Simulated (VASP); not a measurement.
# Te (C2/m) in VASP: notebook

Runs on Te. Level: LDA. Tasks: single point.

All numbers are computed with VASP 6.6.1; they aren't measurements. Logs are shortened: lines on timing, memory, paths and dates and some standing lists are left out, and cuts for length are marked.

## 1. The cell of the first run

It takes space group C2/m (No. 12, monoclinic). The conventional cell has a = 7.485 Å, b = 4.209 Å, c = 5.855 Å, α = 90.00°, β = 90.90°, γ = 90.00°. Te (site symmetry 2/m) has 6 Te at 3.03 to 3.24 Å within 4.0 Å. Within 3.9 Å of Te (site symmetry m) lie 6 Te at 2.97 to 3.40 Å.

## 2. Single point, LDA

Input file INCAR:

```
SYSTEM = Te
ALGO = Normal
EDIFF = 1E-6
ENCUT = 520
GGA = CA
ISIF = 2
ISMEAR = -1
LASPH = .TRUE.
LCHARG = .TRUE.
LELF = .TRUE.
LREAL = .FALSE.
LVHAR = .TRUE.
LWAVE = .FALSE.
NBANDS = 16
NELM = 60
PREC = Accurate
SIGMA = 0.05
```

Input file KPOINTS:

```
k-points
0
G
  7 7 5
  0 0 0
```

Input file POSCAR:

```
Te
1.0
    3.7423024554     -2.1043494257      0.0000000000
    3.7423024554      2.1043494257      0.0000000000
   -0.0923660238      0.0000000000      5.8540953882
Te
3
Direct
    0.0000000000      0.0000000000      0.0000000000
    0.3094466100      0.3094466100      0.3388094900
    0.6905533900      0.6905533900      0.6611905100
```

Potentials or basis: VASP PAW LDA potentials, release 64 (Te).

The run is started by

```bash
$ cat potpaw_LDA.64/Te/POTCAR > POTCAR
$ mpirun -np 1 vasp_std > vasp.out
```

OUTCAR:

```text
SYSTEM = Te
   EDIFF = 1E-6
   ENCUT = 520
   GGA = CA
   ISIF = 2
   ISMEAR = -1
   LASPH = .TRUE.
   LREAL = .FALSE.
   NELM = 60
   PREC = Accurate

 ion  position               nearest neighbor table
   1  0.000  0.000  0.000-   2 3.03   3 3.03   3 3.24   3 3.24   2 3.24   2 3.24
   2  0.309  0.309  0.339-   3 2.97   3 2.97   1 3.03   1 3.24   1 3.24   3 3.40
   3  0.691  0.691  0.661-   2 2.97   2 2.97   1 3.03   1 3.24   1 3.24   2 3.40

  LATTYP: Found a base centered monoclinic cell.
 ALAT       =     7.4846049108
 B/A-ratio  =     0.5623140969
 C/A-ratio  =     0.7822489081
 COS(beta)  =    -0.0157760547

  Lattice vectors:

 A1 = (   3.7423024554,  -2.1043494257,   0.0000000000)
 A2 = (   3.7423024554,   2.1043494257,   0.0000000000)
 A3 = (  -0.0923660238,   0.0000000000,   5.8540953882)

Analysis of symmetry for initial positions (statically):
=====================================================================
 Subroutine PRICEL returns:
 Original cell was already a primitive cell.

 Routine SETGRP: Setting up the symmetry group for a
 base centered monoclinic supercell.

 Subroutine GETGRP returns: Found  4 space group operations
 (whereof  4 operations were pure point group operations)
 out of a pool of  4 trial point group operations.

The static configuration has the point symmetry C_2h.

Analysis of symmetry for dynamics (positions and initial velocities):
=====================================================================
 Subroutine PRICEL returns:
 Original cell was already a primitive cell.

 Routine SETGRP: Setting up the symmetry group for a
 base centered monoclinic supercell.

 Subroutine GETGRP returns: Found  4 space group operations
 (whereof  4 operations were pure point group operations)
 out of a pool of  4 trial point group operations.

The dynamic configuration has the point symmetry C_2h.

 Subroutine INISYM returns: Found  4 space group operations
 (whereof  4 operations are pure point group operations),
 and found     1 'primitive' translations

----------------------------------------------------------------------------------------

                                     Primitive cell

  volume of cell :      92.2033

  direct lattice vectors                    reciprocal lattice vectors
     3.742302455 -2.104349426  0.000000000     0.133607587 -0.237603125  0.002108063
     3.742302455  2.104349426  0.000000000     0.133607587  0.237603125  0.002108063
    -0.092366024  0.000000000  5.854095388     0.000000000  0.000000000  0.170820585

  length of vectors
     4.293380274  4.293380274  5.854824019     0.272599846  0.272599846  0.170820585

  position of ions in fractional coordinates (direct lattice)
     0.000000000  0.000000000  0.000000000
     0.309446610  0.309446610  0.338809490
     0.690553390  0.690553390  0.661190510

  ion indices of the primitive-cell ions
   primitive index   ion index
                 1           1
                 2           2
                 3           3

----------------------------------------------------------------------------------------

 KPOINTS: k-points

Automatic generation of k-mesh.
 Grid dimensions read from file:
 generate k-points for:    7    7    5

 Generating k-lattice:

  Cartesian coordinates                     Fractional coordinates (reciprocal lattice)
     0.019086798 -0.033943304  0.000301152     0.142857143  0.000000000  0.000000000
     0.019086798  0.033943304  0.000301152     0.000000000  0.142857143  0.000000000
     0.000000000  0.000000000  0.034164117     0.000000000  0.000000000  0.200000000

  Length of vectors
     0.038942835  0.038942835  0.034164117

  Shift w.r.t. Gamma in fractional coordinates (k-lattice)
     0.000000000  0.000000000  0.000000000

 Subroutine IBZKPT returns following result:
 ===========================================

 Found     72 irreducible k-points:

 Following reciprocal coordinates:
            Coordinates               Weight
  0.000000  0.000000  0.000000      1.000000
  0.142857  0.000000 -0.000000      4.000000
  0.285714 -0.000000 -0.000000      4.000000
  0.428571 -0.000000  0.000000      4.000000
  0.142857  0.142857 -0.000000      2.000000
  0.285714  0.142857  0.000000      4.000000
[... 16 lines left out ...]
 -0.142857  0.000000  0.200000      4.000000
  0.142857  0.142857  0.200000      2.000000
 [... further k-points ...]
   k-points           NKPTS =     72   k-points in BZ     NKDIM =     72   number of bands    NBANDS=     16
   number of dos      NEDOS =    301   number of ions     NIONS =      3
   total plane-waves  NPLWV =  49152
   dimension x,y,z NGX =    32 NGY =   32 NGZ =   48
   dimension x,y,z NGXF=    64 NGYF=   64 NGZF=   96
   ions per type =               3
   NGX,Y,Z   is equivalent  to a cutoff of  12.39, 12.39, 13.63 a.u.
   NGXF,Y,Z  is equivalent  to a cutoff of  24.78, 24.78, 27.26 a.u.
 SYSTEM =  Te
   PREC   = accura    normal or accurate (medium, high low for compatibility)
   ISTART =      0    job   : 0-new  1-cont  2-samecut
   ICHARG =      2    charge: 1-file 2-atom 10-const
   ISPIN  =      1    spin polarized calculation?
   LNONCOLLINEAR =      F non collinear calculations
   LSORBIT =      F    spin-orbit coupling
   LASPH  =      T    aspherical Exc in radial PAW
   ENCUT  =  520.0 eV  38.22 Ry    6.18 a.u.   7.98  7.98 10.89*2*pi/ulx,y,z
   NELM   =     60;   NELMIN=  2; NELMDL= -5     # of ELM steps
   EDIFF  = 0.1E-05   stopping-criterion for ELM
   LREAL  =      F    real-space projection
   EDIFFG = 0.1E-04   stopping-criterion for IOM
   NSW    =      0    number of steps for IOM
   IBRION =     -1    ionic relax: 0-MD 1-quasi-New 2-CG
   NFREE  =      0    steps in history (QN), initial steepest desc. (CG)
   ISIF   =      2    stress and relaxation
   ISYM   =      2    0-nonsym 1-usesym 2-fastsym
   POTIM  = 0.5000    time-step for ionic-motion
   TEBEG  =    0.0;   TEEND  =   0.0 temperature during run
   PSTRESS=    0.0 pullay stress
   NELECT =      18.0000    total number of electrons
   NUPDOWN=      -1.0000    fix difference up-down
   EMIN   =  10.00;   EMAX   =-10.00  energy-range for DOS
   EFERMI =   0.00;   METHOD = LEGACY
   ISMEAR =    -1;   SIGMA  =   0.05  broadening in eV -4-tet -1-fermi 0-gaus
   EFERMI_NEDOS =   21; number of points for ismear=-14 and -15
   IALGO  =     38    algorithm
   IMIX   =      4    mixing-type and parameters
     AMIX     =   0.40;   BMIX     =  1.00
     AMIX_MAG =   1.60;   BMIX_MAG =  1.00
  volume/ion in A,a.u.               =      30.73       207.41
  Fermi-wavevector in a.u.,A,eV,Ry     =   0.949694  1.794661 12.271337  0.901918
  Thomas-Fermi vector in A             =   2.078000
   LORBIT       =      0    0 simple, 1 ext, 2 COOP (PROOUT), +10 PAW based schemes
   GGA     = CA    functional components
   LHFCALC =     F    Hartree Fock is set to
   AEXX    =    0.0000 exact exchange contribution
   IVDW    =     0    specifies the selected vdW correction
   LEPSILON=     F    determine dielectric tensor
   LRPA    =     F    only Hartree local field effects (RPA)
 non-spin polarized calculation
  energy-cutoff  :      520.00
  volume of cell :       92.20
 maximum number of plane-waves:      2505
   NGX = 15   NGY = 15   NGZ = 21

 number of electron      18.0000001 magnetization

 Free energy of the ion-electron system (eV)
  ---------------------------------------------------
  ext. energy  EPLUGINS =         0.00000000
  ---------------------------------------------------
  free energy    TOTEN  =       -11.33242781 eV

  energy without entropy =      -11.32466840  energy(sigma->0) =      -11.32854811

 E-fermi :   7.1638     XC(G=0):  -9.7555

 val. band max:        7.1634726561   @ k =   0.4286   0.2857   0.2000
 cond. band min:       7.1844548229   @ k =   0.0000   0.0000   0.4000
 fundamental gap:      0.0209821668
 Fermi energy:         7.1638384842

 k-point     1 :       0.0000    0.0000    0.0000
  band No.  band energies     occupation
      1      -7.0498      2.00000
      2      -3.5785      2.00000
      3      -3.4098      2.00000
      4       4.2420      2.00000
      5       4.2553      2.00000
      6       4.8587      2.00000
[... 8 lines left out ...]
     15      13.1228      0.00000
     16      13.1533      0.00000

 k-point     2 :       0.1429    0.0000   -0.0000
  band No.  band energies     occupation
      1      -6.8657      2.00000
      2      -3.5459      2.00000
      3      -3.4070      2.00000
      4       2.8828      2.00000
      5       3.5865      2.00000
      6       3.9840      2.00000
[... 8 lines left out ...]
     15      12.9597      0.00000
     16      13.6156      0.00000

 k-point     3 :       0.2857   -0.0000   -0.0000
  band No.  band energies     occupation
      1      -6.3300      2.00000
      2      -3.7829      2.00000
      3      -3.2821      2.00000
      4       1.8734      2.00000
      5       2.6890      2.00000
      6       3.2497      2.00000
[... 8 lines left out ...]
     15      13.6283      0.00000
     16      14.8234      0.00000

 k-point     4 :       0.4286   -0.0000    0.0000
  band No.  band energies     occupation
      1      -5.5120      2.00000
      2      -4.5211      2.00000
      3      -3.1232      2.00000
      4       1.9230      2.00000
      5       2.1911      2.00000
      6       2.8355      2.00000
[... 8 lines left out ...]
     15      15.3030      0.00000
     16      16.1155      0.00000

 k-point     5 :       0.1429    0.1429   -0.0000
  band No.  band energies     occupation
      1      -6.8799      2.00000
      2      -3.5935      2.00000
      3      -3.3589      2.00000
      4       2.8365      2.00000
      5       3.7717      2.00000
      6       3.8260      2.00000
[... 8 lines left out ...]
     15      13.1246      0.00000
     16      13.7361      0.00000

 k-point     6 :       0.2857    0.1429    0.0000
  band No.  band energies     occupation
      1      -6.5349      2.00000
      2      -3.6242      2.00000
      3      -3.3653      2.00000
      4       2.2414      2.00000
      5       2.3693      2.00000
      6       4.2328      2.00000
[... 8 lines left out ...]
     15      13.8746      0.00000
     16      14.4479      0.00000

 k-point     7 :       0.4286    0.1429   -0.0000
  band No.  band energies     occupation
      1      -5.8681      2.00000
      2      -4.0115      2.00000
      3      -3.3699      2.00000
      4       1.8955      2.00000
      5       2.0766      2.00000
      6       3.4082      2.00000
[... 8 lines left out ...]
     15      14.9183      0.00000
     16      15.8320      0.00000

 k-point     8 :      -0.4286    0.1429    0.0000
  band No.  band energies     occupation
      1      -5.0475      2.00000
      2      -4.8025      2.00000
      3      -3.3268      2.00000
      4       2.1247      2.00000
      5       2.3815      2.00000
      6       2.7863      2.00000
[... 8 lines left out ...]
     15      14.4015      0.00000
     16      16.1702      0.00000

 k-point     9 :      -0.2857    0.1429    0.0000
  band No.  band energies     occupation
      1      -5.7997      2.00000
      2      -4.0843      2.00000
      3      -3.3505      2.00000
      4       1.8585      2.00000
      5       2.1646      2.00000
      6       3.4235      2.00000
[... 8 lines left out ...]
     15      14.7071      0.00000
     16      15.7766      0.00000
[... 172 lines left out ...]
 k-point    19 :       0.2857   -0.0000    0.2000
  band No.  band energies     occupation
      1      -6.1709      2.00000
      2      -4.5280      2.00000
      3      -2.5795      2.00000
      4       1.5970      2.00000
      5       2.4785      2.00000
      6       3.3417      2.00000
[... 8 lines left out ...]
     15      14.1058      0.00000
     16      14.6457      0.00000

 k-point    20 :       0.4286   -0.0000    0.2000
  band No.  band energies     occupation
      1      -5.3209      2.00000
      2      -4.7849      2.00000
      3      -3.0352      2.00000
      4       1.1672      2.00000
      5       2.2152      2.00000
      6       3.0131      2.00000
[... 8 lines left out ...]
     15      14.9799      0.00000
     16      15.6590      0.00000

 k-point    21 :      -0.4286    0.0000    0.2000
  band No.  band energies     occupation
      1      -5.4961      2.00000
      2      -4.2480      2.00000
      3      -3.5708      2.00000
      4       1.8746      2.00000
      5       2.4662      2.00000
      6       3.0340      2.00000
[... 8 lines left out ...]
     15      14.7313      0.00000
     16      15.3176      0.00000

 k-point    22 :      -0.2857    0.0000    0.2000
  band No.  band energies     occupation
      1      -6.2223      2.00000
      2      -4.1943      2.00000
      3      -3.0970      2.00000
      4       2.5900      2.00000
      5       3.3024      2.00000
      6       3.3540      2.00000
[... 8 lines left out ...]
     15      13.1467      0.00000
     16      13.5511      0.00000

 k-point    23 :      -0.1429    0.0000    0.2000
  band No.  band energies     occupation
      1      -6.7267      2.00000
      2      -4.5505      2.00000
      3      -2.4231      2.00000
      4       3.0324      2.00000
      5       4.0263      2.00000
      6       4.1439      2.00000
[... 8 lines left out ...]
     15      12.4988      0.00000
     16      12.9066      0.00000

 k-point    24 :       0.1429    0.1429    0.2000
  band No.  band energies     occupation
      1      -6.7290      2.00000
      2      -4.6063      2.00000
      3      -2.3629      2.00000
      4       2.9462      2.00000
      5       4.0293      2.00000
      6       4.4194      2.00000
[... 8 lines left out ...]
     15      12.5914      0.00000
     16      12.9730      0.00000

 [... further k-points ...]

------------------------ aborting loop because EDIFF is reached ----------------------------------------

  FORCE on cell =-STRESS in cart. coord.  units (eV):
  Direction    XX          YY          ZZ          XY          YZ          ZX
  --------------------------------------------------------------------------------------
  -------------------------------------------------------------------------------------
  Total        0.0959784      0.3501616      0.5089929      0.0000000      0.0000000     -0.0106684
  in kB        1.6677749      6.0846076      8.8445502      0.0000000      0.0000000     -0.1853798
  external PRESSURE =       5.5323109 kB  Pullay stress =       0.0000000 kB

 VOLUME and BASIS-vectors are now :
 -----------------------------------------------------------------------------
  energy-cutoff  :      520.00
  volume of cell :       92.20
      direct lattice vectors                 reciprocal lattice vectors
     3.742302455 -2.104349426  0.000000000     0.133607587 -0.237603125  0.002108063
     3.742302455  2.104349426  0.000000000     0.133607587  0.237603125  0.002108063
    -0.092366024  0.000000000  5.854095388     0.000000000  0.000000000  0.170820585

 POSITION                                       TOTAL-FORCE (eV/Angst)
 -----------------------------------------------------------------------------------
      0.00000      0.00000      0.00000        -0.000000      0.000000      0.000000
      2.28479      0.00000      1.98342         0.246923      0.000000     -0.094388
      5.10745      0.00000      3.87067        -0.246923      0.000000      0.094388
 -----------------------------------------------------------------------------------
    total drift:                                0.000000     -0.000000     -0.000000

  FREE ENERGIE OF THE ION-ELECTRON SYSTEM (eV)
  ---------------------------------------------------
  free  energy   TOTEN  =       -11.3324278094 eV

  energy  without entropy=      -11.3246684012  energy(sigma->0) =      -11.32854811
```

It took 61 s on 1 thread of Intel Xeon Platinum 8375C at 2.90GHz (Ice Lake), shared host; peak memory 0.22 GiB.

Results:

```yaml
Free_energy: -11.3324 eV
Pressure: 0.6 GPa
Largest_force: 0.264 eV/Å
Band_gap_on_the_k_mesh: zero (band 9 reaches 7.16 eV, above the bottom of band 10 at 7.13 eV)
```

Forces in eV/Å, atoms in the order of the input:
```
Te   0.000  0.000  0.000
Te   0.247  0.000 -0.094
Te  -0.247  0.000  0.094
```

Caveat: spin-orbit coupling is left out, which moves the levels of the heavy elements.

## 3. Single point, LDA

This run uses another cell than the first one, of 31.39 Å³/atom, 1.021 times its volume.

Changes to INCAR since step 2:

```diff
@@ -8,6 +8,4 @@
 LASPH = .TRUE.
-LCHARG = .TRUE.
-LELF = .TRUE.
+LCHARG = .FALSE.
 LREAL = .FALSE.
-LVHAR = .TRUE.
 LWAVE = .FALSE.
```

KPOINTS is that of step 2.

Input file POSCAR:

```
Te
1.0
    3.7686575664     -2.1191692761      0.0000000000
    3.7686575664      2.1191692761      0.0000000000
   -0.0930165102      0.0000000000      5.8953227704
Te
3
Direct
    0.0000000000      0.0000000000      0.0000000000
    0.3094466100      0.3094466100      0.3388094900
    0.6905533900      0.6905533900      0.6611905100
```

Potentials or basis: VASP PAW LDA potentials, release 64 (Te).

The run is started by

```bash
$ cat potpaw_LDA.64/Te/POTCAR > POTCAR
$ mpirun -np 1 vasp_std > vasp.out
```

Run time: 56 s. Hardware: 1 thread of Intel Xeon Platinum 8375C at 2.90GHz (Ice Lake), shared host; peak memory 0.23 GiB.

It converged, with:

```
Free energy            : -11.3315 eV
Pressure               : -0.7 GPa
Largest force          : 0.199 eV/Å
Band gap on the k mesh : zero (band 9 reaches 6.86 eV, above the bottom of band 10 at 6.85 eV)
```

Forces in eV/Å, atoms in the order of the input:
```
Te   0.000  0.000  0.000
Te   0.185  0.000 -0.073
Te  -0.185  0.000  0.073
```

Stress tensor (GPa, compression positive):
```
-0.91  0.00 -0.02
 0.00 -0.55  0.00
-0.02  0.00 -0.61
```

Levels at points of the mesh, in eV from the Fermi level:
| k point | band 5 | band 6 | band 7 | band 8 | band 9 | band 10 | band 11 | band 12 | band 13 | band 14 |
| --- | --- | --- | --- | --- | --- | --- | --- | --- | --- | --- |
| (0.00, 0.00, 0.00) | -2.84 | -2.30 | -2.11 | -1.74 | -1.53 | 0.96 | 1.00 | 1.55 | 4.59 | 5.00 |

Caveat: spin-orbit coupling is left out, which moves the levels of the heavy elements.

## 4. Single point, LDA

This run uses another cell than the first one, of 32.04 Å³/atom, 1.043 times its volume.

Input file INCAR:

```
SYSTEM = Te
ALGO = Normal ; EDIFF = 1E-7
ENCUT = 520 ; GGA = CA
ISIF = 2 ; ISMEAR = -1
LASPH = .True. ; LCHARG = .True.
LELF = .True. ; LREAL = .False.
LVHAR = .True. ; LWAVE = .False.
NBANDS = 16 ; NELM = 100
PREC = Accurate ; SIGMA = 0.05
```

Input file KPOINTS:

```
k-points
0
Gamma
  7 7 5
  0 0 0
```

Input file POSCAR:

```
Te
1.0
    3.7946491296     -2.1337846985      0.0000000000
    3.7946491296      2.1337846985      0.0000000000
   -0.0936580236      0.0000000000      5.9359814536
Te
3
Direct
    0.0000000000      0.0000000000      0.0000000000
    0.3094466100      0.3094466100      0.3388094900
    0.6905533900      0.6905533900      0.6611905100
```

The run is started by

```bash
$ cat potpaw_LDA.64/Te/POTCAR > POTCAR
$ mpirun -np 1 vasp_std > vasp.out
```

Run time: 75 s. Hardware: 1 thread of Intel Xeon Platinum 8375C at 2.90GHz (Ice Lake), shared host; peak memory 0.23 GiB.

The run converged. Its results:

```
Free energy   : -11.3162 eV
Pressure      : -1.8 GPa
Largest force : 0.138 eV/Å
```

Forces in eV/Å, atoms in the order of the input:
```
Te   0.000  0.000  0.000
Te   0.127  0.000 -0.053
Te  -0.127  0.000  0.053
```

Stress tensor (GPa, compression positive):
```
-1.87  0.00 -0.02
 0.00 -1.58  0.00
-0.02  0.00 -1.94
```

Levels at points of the mesh, in eV from the Fermi level:
```tsv
k point	band 5	band 6	band 7	band 8	band 9	band 10	band 11	band 12	band 13	band 14
(0.00, 0.00, 0.00)	-2.77	-2.29	-2.09	-1.70	-1.48	0.95	0.98	1.52	4.63	5.04
```

Caveat: spin-orbit coupling is left out, which moves the levels of the heavy elements.

(Part 1 of 2 ends here.)
